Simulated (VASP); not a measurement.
# SrCl2 (Fm-3m) in VASP: notebook

The runs below take SrCl2 through single point, with PBE+D3(BJ).

Program: VASP 6.6.1. These are calculated values, not measurements. Logs are shortened: lines on timing, memory, paths and dates and some standing lists are left out, and cuts for length are marked.

## 1. The cell of the first run

The structure is cubic, space group Fm-3m (No. 225). Conventional cell: a = 6.963 Å, b = 6.963 Å, c = 6.963 Å, α = 90.00°, β = 90.00°, γ = 90.00°. Within 4.0 Å of Sr (site symmetry m-3m) lie 8 Cl at 3.01 Å. Cl (site symmetry -43m) has 4 Sr at 3.01 Å and 6 Cl at 3.48 Å within 4.0 Å.

## 2. Single point, PBE+D3(BJ)

The input, INCAR:

```
  ALGO = Normal
  EDIFF = 1E-6
  ENCUT = 500
  GGA = PE
  GGA_COMPAT = F
  ISIF = 2
  ISMEAR = 0
  IVDW = 12
  LASPH = T
  LCHARG = F
  LREAL = F
  LWAVE = F
  NBANDS = 19
  NELM = 120
  PREC = Accurate
  SIGMA = 0.01
```

The input, KPOINTS:

```
k-points
0
Gamma
  4 4 4
```

The input, POSCAR:

```
SrCl2
1.0
    0.0000000000      3.4814182976      3.4814182976
    3.4814182976      0.0000000000      3.4814182976
    3.4814182976      3.4814182976      0.0000000000
Sr Cl
1 2
Direct
    0.0000000000      0.0000000000      0.0000000000
    0.2500000000      0.2500000000      0.2500000000
    0.7500000000      0.7500000000      0.7500000000
```

Potentials or basis: VASP PAW PBE potentials, release 64 (Sr_sv, Cl).

Started as:

```bash
$ cat potpaw_PBE.64/Sr_sv/POTCAR potpaw_PBE.64/Cl/POTCAR > POTCAR
$ mpirun -np 1 vasp_std > vasp.out
```

OUTCAR:

```text
EDIFF = 1E-6
   ENCUT = 500
   GGA = PE
   ISIF = 2
   ISMEAR = 0
   IVDW = 12
   LASPH = T
   LREAL = F
   NELM = 120
   PREC = Accurate
 IVDW          = 12

 ion  position               nearest neighbor table
   1  0.000  0.000  0.000-   3 3.01   3 3.01   3 3.01   2 3.01   3 3.01   2 3.01   2 3.01   2 3.01

   2  0.250  0.250  0.250-   1 3.01   1 3.01   1 3.01   1 3.01
   3  0.750  0.750  0.750-   1 3.01   1 3.01   1 3.01   1 3.01

  LATTYP: Found a face centered cubic cell.
 ALAT       =     6.9628365952

  Lattice vectors:

 A1 = (   0.0000000000,   3.4814182976,   3.4814182976)
 A2 = (   3.4814182976,   0.0000000000,   3.4814182976)
 A3 = (   3.4814182976,   3.4814182976,   0.0000000000)

Analysis of symmetry for initial positions (statically):
=====================================================================
 Subroutine PRICEL returns:
 Original cell was already a primitive cell.

 Routine SETGRP: Setting up the symmetry group for a
 face centered cubic supercell.

 Subroutine GETGRP returns: Found 48 space group operations
 (whereof 48 operations were pure point group operations)
 out of a pool of 48 trial point group operations.

The static configuration has the point symmetry O_h .

Analysis of symmetry for dynamics (positions and initial velocities):
=====================================================================
 Subroutine PRICEL returns:
 Original cell was already a primitive cell.

 Routine SETGRP: Setting up the symmetry group for a
 face centered cubic supercell.

 Subroutine GETGRP returns: Found 48 space group operations
 (whereof 48 operations were pure point group operations)
 out of a pool of 48 trial point group operations.

The dynamic configuration has the point symmetry O_h .

 Subroutine INISYM returns: Found 48 space group operations
 (whereof 48 operations are pure point group operations),
 and found     1 'primitive' translations

----------------------------------------------------------------------------------------

                                     Primitive cell

  volume of cell :      84.3915

  direct lattice vectors                    reciprocal lattice vectors
     0.000000000  3.481418298  3.481418298    -0.143619628  0.143619628  0.143619628
     3.481418298  0.000000000  3.481418298     0.143619628 -0.143619628  0.143619628
     3.481418298  3.481418298  0.000000000     0.143619628  0.143619628 -0.143619628

  length of vectors
     4.923468973  4.923468973  4.923468973     0.248756492  0.248756492  0.248756492

  position of ions in fractional coordinates (direct lattice)
     0.000000000  0.000000000  0.000000000
     0.250000000  0.250000000  0.250000000
     0.750000000  0.750000000  0.750000000

  ion indices of the primitive-cell ions
   primitive index   ion index
                 1           1
                 2           2
                 3           3

----------------------------------------------------------------------------------------

 KPOINTS: k-points

Automatic generation of k-mesh.
 Grid dimensions read from file:
 generate k-points for:    4    4    4

 Generating k-lattice:

  Cartesian coordinates                     Fractional coordinates (reciprocal lattice)
    -0.035904907  0.035904907  0.035904907     0.250000000  0.000000000  0.000000000
     0.035904907 -0.035904907  0.035904907     0.000000000  0.250000000  0.000000000
     0.035904907  0.035904907 -0.035904907     0.000000000  0.000000000  0.250000000

  Length of vectors
     0.062189123  0.062189123  0.062189123

  Shift w.r.t. Gamma in fractional coordinates (k-lattice)
     0.000000000  0.000000000  0.000000000

 Subroutine IBZKPT returns following result:
 ===========================================

 Found      8 irreducible k-points:

 Following reciprocal coordinates:
            Coordinates               Weight
  0.000000  0.000000  0.000000      1.000000
  0.250000  0.000000  0.000000      8.000000
  0.500000  0.000000  0.000000      4.000000
  0.250000  0.250000  0.000000      6.000000
  0.500000  0.250000  0.000000     24.000000
 -0.250000  0.250000  0.000000     12.000000
  0.500000  0.500000  0.000000      3.000000
 -0.250000  0.500000  0.250000      6.000000
   k-points           NKPTS =      8   k-points in BZ     NKDIM =      8   number of bands    NBANDS=     19
   number of dos      NEDOS =    301   number of ions     NIONS =      3
   total plane-waves  NPLWV =  46656
   dimension x,y,z NGX =    36 NGY =   36 NGZ =   36
   dimension x,y,z NGXF=    72 NGYF=   72 NGZF=   72
   ions per type =               1   2
   NGX,Y,Z   is equivalent  to a cutoff of  12.16, 12.16, 12.16 a.u.
   NGXF,Y,Z  is equivalent  to a cutoff of  24.31, 24.31, 24.31 a.u.
 SYSTEM =  unknown system
   PREC   = accura    normal or accurate (medium, high low for compatibility)
   ISTART =      0    job   : 0-new  1-cont  2-samecut
   ICHARG =      2    charge: 1-file 2-atom 10-const
   ISPIN  =      1    spin polarized calculation?
   LNONCOLLINEAR =      F non collinear calculations
   LSORBIT =      F    spin-orbit coupling
   LASPH  =      T    aspherical Exc in radial PAW
   ENCUT  =  500.0 eV  36.75 Ry    6.06 a.u.   8.98  8.98  8.98*2*pi/ulx,y,z
   NELM   =    120;   NELMIN=  2; NELMDL= -5     # of ELM steps
   EDIFF  = 0.1E-05   stopping-criterion for ELM
   LREAL  =      F    real-space projection
   EDIFFG = 0.1E-04   stopping-criterion for IOM
   NSW    =      0    number of steps for IOM
   IBRION =     -1    ionic relax: 0-MD 1-quasi-New 2-CG
   NFREE  =      0    steps in history (QN), initial steepest desc. (CG)
   ISIF   =      2    stress and relaxation
   ISYM   =      2    0-nonsym 1-usesym 2-fastsym
   POTIM  = 0.5000    time-step for ionic-motion
   TEBEG  =    0.0;   TEEND  =   0.0 temperature during run
   PSTRESS=    0.0 pullay stress
   NELECT =      24.0000    total number of electrons
   NUPDOWN=      -1.0000    fix difference up-down
   EMIN   =  10.00;   EMAX   =-10.00  energy-range for DOS
   EFERMI =   0.00;   METHOD = LEGACY
   ISMEAR =     0;   SIGMA  =   0.01  broadening in eV -4-tet -1-fermi 0-gaus
   EFERMI_NEDOS =   21; number of points for ismear=-14 and -15
   IALGO  =     38    algorithm
   IMIX   =      4    mixing-type and parameters
     AMIX     =   0.40;   BMIX     =  1.00
     AMIX_MAG =   1.60;   BMIX_MAG =  1.00
  volume/ion in A,a.u.               =      28.13       189.83
  Fermi-wavevector in a.u.,A,eV,Ry     =   1.076579  2.034438 15.769442  1.159021
  Thomas-Fermi vector in A             =   2.212467
   LORBIT       =      0    0 simple, 1 ext, 2 COOP (PROOUT), +10 PAW based schemes
   GGA     = PE    functional components
   LHFCALC =     F    Hartree Fock is set to
   AEXX    =    0.0000 exact exchange contribution
   IVDW    =    12    specifies the selected vdW correction
   LEPSILON=     F    determine dielectric tensor
   LRPA    =     F    only Hartree local field effects (RPA)
 non-spin polarized calculation
 Gauss-broadening in eV      SIGMA  =   0.01
  energy-cutoff  :      500.00
  volume of cell :       84.39
 maximum number of plane-waves:      2164
   NGX = 17   NGY = 17   NGZ = 17

 number of electron      24.0000003 magnetization

 Free energy of the ion-electron system (eV)
  ---------------------------------------------------
  ext. energy  EPLUGINS =         0.00000000
  ---------------------------------------------------
  free energy    TOTEN  =       -12.77795689 eV

  energy without entropy =      -12.77795689  energy(sigma->0) =      -12.77795689

 E-fermi :   0.3040     XC(G=0):  -8.3086

 val. band max:        0.1920880606   @ k =   0.5000   0.5000   0.0000
 cond. band min:       5.5531843099   @ k =   0.0000   0.0000   0.0000
 fundamental gap:      5.3610962493
 Fermi energy:         0.3039983835

 k-point     1 :       0.0000    0.0000    0.0000
  band No.  band energies     occupation
      1     -32.6755      2.00000
      2     -14.6697      2.00000
      3     -14.6697      2.00000
      4     -14.6697      2.00000
      5     -13.1321      2.00000
      6     -12.2699      2.00000
      7      -1.9547      2.00000
      8      -1.9547      2.00000
      9      -1.9547      2.00000
     10      -0.1473      2.00000
     11      -0.1473      2.00000
     12      -0.1473      2.00000
     13       5.5532      0.00000
     14       6.2867      0.00000
     15       6.2867      0.00000
     16       9.2374      0.00000
     17       9.2374      0.00000
     18       9.2376      0.00000
     19       9.5419      0.00000

 k-point     2 :       0.2500    0.0000    0.0000
  band No.  band energies     occupation
      1     -32.6738      2.00000
      2     -14.8384      2.00000
      3     -14.6768      2.00000
      4     -14.6768      2.00000
      5     -12.8486      2.00000
      6     -12.3701      2.00000
      7      -1.7358      2.00000
      8      -1.7358      2.00000
      9      -1.5822      2.00000
     10      -0.7371      2.00000
     11      -0.4554      2.00000
     12      -0.4554      2.00000
     13       6.6637      0.00000
     14       6.6784      0.00000
     15       6.6784      0.00000
     16       8.0002      0.00000
     17       8.8420      0.00000
     18       8.8420      0.00000
     19       9.8391      0.00000

 k-point     3 :       0.5000    0.0000    0.0000
  band No.  band energies     occupation
      1     -32.6722      2.00000
      2     -14.9641      2.00000
      3     -14.6838      2.00000
      4     -14.6838      2.00000
      5     -12.7285      2.00000
      6     -12.3368      2.00000
      7      -1.3896      2.00000
      8      -1.3896      2.00000
      9      -1.3160      2.00000
     10      -1.1368      2.00000
     11      -0.8638      2.00000
     12      -0.8638      2.00000
     13       6.9093      0.00000
     14       6.9093      0.00000
     15       7.7205      0.00000
     16       8.0713      0.00000
     17       8.8392      0.00000
     18       8.8392      0.00000
     19       9.0147      0.00000

 k-point     4 :       0.2500    0.2500    0.0000
  band No.  band energies     occupation
      1     -32.6733      2.00000
      2     -14.8769      2.00000
      3     -14.6866      2.00000
      4     -14.6866      2.00000
      5     -12.7250      2.00000
      6     -12.4294      2.00000
      7      -1.8517      2.00000
      8      -1.8517      2.00000
      9      -1.5471      2.00000
     10      -1.0183      2.00000
     11      -0.1417      2.00000
     12      -0.1417      2.00000
     13       6.2492      0.00000
     14       6.8526      0.00000
     15       7.0060      0.00000
     16       8.3023      0.00000
     17       8.3023      0.00000
     18       8.6880      0.00000
     19       9.2968      0.00000

 k-point     5 :       0.5000    0.2500    0.0000
  band No.  band energies     occupation
      1     -32.6716      2.00000
      2     -14.9419      2.00000
      3     -14.7638      2.00000
      4     -14.6937      2.00000
      5     -12.5601      2.00000
      6     -12.4221      2.00000
      7      -2.1235      2.00000
      8      -1.7225      2.00000
      9      -1.5952      2.00000
     10      -0.4898      2.00000
     11      -0.3918      2.00000
     12      -0.2803      2.00000
     13       6.2891      0.00000
     14       7.2813      0.00000
     15       7.5764      0.00000
     16       7.8181      0.00000
     17       8.4068      0.00000
     18       9.1451      0.00000
     19       9.8839      0.00000

 k-point     6 :      -0.2500    0.2500    0.0000
  band No.  band energies     occupation
      1     -32.6722      2.00000
      2     -14.8867      2.00000
      3     -14.7829      2.00000
      4     -14.6839      2.00000
      5     -12.5960      2.00000
      6     -12.4430      2.00000
      7      -2.0047      2.00000
      8      -1.4998      2.00000
      9      -1.1903      2.00000
     10      -1.0869      2.00000
     11      -0.8733      2.00000
     12      -0.0828      2.00000
     13       6.4605      0.00000
     14       7.0673      0.00000
     15       7.3670      0.00000
     16       8.0966      0.00000
     17       8.7524      0.00000
     18       8.7629      0.00000
     19      10.1188      0.00000

 k-point     7 :       0.5000    0.5000    0.0000
  band No.  band energies     occupation
      1     -32.6711      2.00000
      2     -15.0280      2.00000
      3     -14.7035      2.00000
      4     -14.7035      2.00000
      5     -12.5779      2.00000
      6     -12.3541      2.00000
      7      -2.5861      2.00000
      8      -1.6992      2.00000
      9      -1.6992      2.00000
     10      -0.2161      2.00000
     11      -0.2161      2.00000
     12       0.1921      2.00000
     13       5.6949      0.00000
     14       7.2465      0.00000
     15       7.8083      0.00000
     16       8.2159      0.00000
     17       8.2159      0.00000
     18       8.8885      0.00000
     19      10.1633      0.00000

 k-point     8 :      -0.2500    0.5000    0.2500
  band No.  band energies     occupation
      1     -32.6711      2.00000
      2     -14.8756      2.00000
      3     -14.8756      2.00000
      4     -14.7039      2.00000
      5     -12.4562      2.00000
      6     -12.4562      2.00000
      7      -2.2944      2.00000
      8      -2.0539      2.00000
      9      -1.0308      2.00000
     10      -1.0308      2.00000
     11      -0.1273      2.00000
     12       0.0889      2.00000
     13       6.4237      0.00000
     14       7.2072      0.00000
     15       7.4292      0.00000
     16       7.4292      0.00000
     17       8.3376      0.00000
     18       9.7231      0.00000
     19      10.8570      0.00000

------------------------ aborting loop because EDIFF is reached ----------------------------------------

 Edisp (eV)   -0.66843

 E8    (eV) :    -0.2893

  FORCE on cell =-STRESS in cart. coord.  units (eV):
  Direction    XX          YY          ZZ          XY          YZ          ZX
  --------------------------------------------------------------------------------------
  -------------------------------------------------------------------------------------
  Total      -0.00995    -0.00995    -0.00995    -0.00000     0.00000    -0.00000
  in kB      -0.18889    -0.18889    -0.18889    -0.00000     0.00000    -0.00000
  external pressure =       -0.19 kB  Pullay stress =        0.00 kB

 VOLUME and BASIS-vectors are now :
 -----------------------------------------------------------------------------
  energy-cutoff  :      500.00
  volume of cell :       84.39
      direct lattice vectors                 reciprocal lattice vectors
     0.000000000  3.481418298  3.481418298    -0.143619628  0.143619628  0.143619628
     3.481418298  0.000000000  3.481418298     0.143619628 -0.143619628  0.143619628
     3.481418298  3.481418298  0.000000000     0.143619628  0.143619628 -0.143619628

 POSITION                                       TOTAL-FORCE (eV/Angst)
 -----------------------------------------------------------------------------------
      0.00000      0.00000      0.00000        -0.000000     -0.000000      0.000000
      1.74071      1.74071      1.74071         0.000000      0.000000      0.000000
      5.22213      5.22213      5.22213        -0.000000      0.000000     -0.000000
 -----------------------------------------------------------------------------------
    total drift:                                0.000000      0.000000      0.000000

  FREE ENERGIE OF THE ION-ELECTRON SYSTEM (eV)
  ---------------------------------------------------
  free  energy   TOTEN  =       -13.4463909735 eV

  energy  without entropy=      -13.4463909735  energy(sigma->0) =      -13.44639097
```

Run time: 13 s. Hardware: 1 thread of Intel Xeon Platinum 8488C (Sapphire Rapids), shared host; peak memory 0.21 GiB.

What came out:

```yaml
Free_energy: -13.4464 eV
Pressure: 0.0 GPa
Band_gap_on_the_k_mesh: 5.36 eV, indirect (least direct gap 5.50 eV)
Dispersion_energy_per_atom: -0.223 eV
```

Caveat: three body term missing. A k mesh can miss the band edges.

## 3. Single point, PBE+D3(BJ)

This run uses another cell than the first one, of 28.30 Å³/atom, 1.006 times its volume.

The input, INCAR:

```
SYSTEM = SrCl2
ALGO = Normal
EDIFF = 1E-6
ENCUT = 500
GGA = PE
GGA_COMPAT = .False.
ISIF = 2
ISMEAR = 0
IVDW = 12
LASPH = .True.
LCHARG = .False.
LREAL = .False.
LWAVE = .False.
NBANDS = 19
NELM = 120
PREC = Accurate
SIGMA = 0.01
```

The input, KPOINTS:

```
k-points
0
Gamma
  4 4 4
  0 0 0
```

The input, POSCAR:

```
SrCl2
1.0
    0.0000000000      3.4883500000      3.4883500000
    3.4883500000      0.0000000000      3.4883500000
    3.4883500000      3.4883500000      0.0000000000
Sr Cl
1 2
Direct
    0.0000000000      0.0000000000      0.0000000000
    0.2500000000      0.2500000000      0.2500000000
    0.7500000000      0.7500000000      0.7500000000
```

Potentials or basis: VASP PAW PBE potentials, release 64 (Sr_sv, Cl).

Started as:

```bash
$ cat potpaw_PBE.64/Sr_sv/POTCAR potpaw_PBE.64/Cl/POTCAR > POTCAR
$ mpirun -np 1 vasp_std > vasp.out
```

It took 12 s on 1 thread of Intel Xeon Platinum 8488C (Sapphire Rapids), shared host; peak memory 0.21 GiB.

It converged, with:

```yaml
Free_energy: -13.4463 eV
Pressure: -0.2 GPa
Band_gap_on_the_k_mesh: 5.34 eV, indirect (least direct gap 5.51 eV)
Dispersion_energy_per_atom: -0.221 eV
```

Levels at points of the mesh, in eV from the valence-band top:
| k point | band 8 | band 9 | band 10 | band 11 | band 12 | band 13 | band 14 | band 15 | band 16 | band 17 |
| --- | --- | --- | --- | --- | --- | --- | --- | --- | --- | --- |
| (0.00, 0.00, 0.00) | -2.13 | -2.13 | -0.34 | -0.34 | -0.34 | 5.34 | 6.10 | 6.10 | 9.04 | 9.04 |
| (0.50, 0.00, 0.00) | -1.56 | -1.50 | -1.32 | -1.05 | -1.05 | 6.71 | 6.71 | 7.51 | 7.87 | 8.62 |
| (0.50, 0.50, 0.00) | -1.88 | -1.88 | -0.40 | -0.40 | 0.00 | 5.51 | 7.04 | 7.60 | 8.01 | 8.01 |

Caveat: three body term missing. A k mesh can miss the band edges.
